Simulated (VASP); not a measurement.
A run of VASP 6.6.1 is set up as follows.

Contents of INCAR:

```
PREC = Accurate
ENCUT = 520
EDIFF = 1E-6
ISMEAR = -1
SIGMA = 0.02
LREAL = False
LASPH = True
NELM = 100
ALGO = Normal
ISIF = 2
LWAVE = False
LCHARG = True
GGA = PE
LELF = True
LVHAR = True
NBANDS = 30
```

Contents of KPOINTS:

```
Automatic mesh
0
Gamma
  12 12 4
```

File POSCAR:

```
YAl3N4
1.0
    3.2497235821      0.0000000000      0.0000000000
   -1.6248617911      2.8143431774      0.0000000000
    0.0000000000      0.0000000000     10.6192425407
Al Y N
3 1 4
Direct
    0.3333333333      0.6666666667      0.0220007845
    0.3333333333      0.6666666667      0.4782898755
    0.6666666667      0.3333333333      0.2499865239
    0.6666666667      0.3333333333      0.7469657657
    0.3333333333      0.6666666667      0.2002963223
    0.3333333333      0.6666666667      0.6549698019
    0.6666666667      0.3333333333      0.4286168014
    0.6666666667      0.3333333333      0.9688741247
```

Potentials or basis: VASP PAW PBE potentials, release 64 (Al, Y_sv, N).

The run is started by

```sh
$ cat potpaw_PBE.64/Al/POTCAR potpaw_PBE.64/Y_sv/POTCAR potpaw_PBE.64/N/POTCAR > POTCAR
$ mpirun -np 1 vasp_std > vasp.out
```

Task: What does it give for the band gap on the k mesh?

Result: 2.38 eV, indirect (least direct gap 2.63 eV).

Task: What does it give for the pressure?

Result: 3.1 GPa.

Forces in eV/Å, atoms in the order of the input:
```
Al   0.000  0.000 -0.109
Al   0.000  0.000 -0.085
Al   0.000  0.000 -0.093
Y    0.000  0.000  0.149
N    0.000  0.000  0.094
N    0.000  0.000  0.053
N    0.000  0.000  0.083
N    0.000  0.000 -0.092
```

A k mesh can miss the band edges.
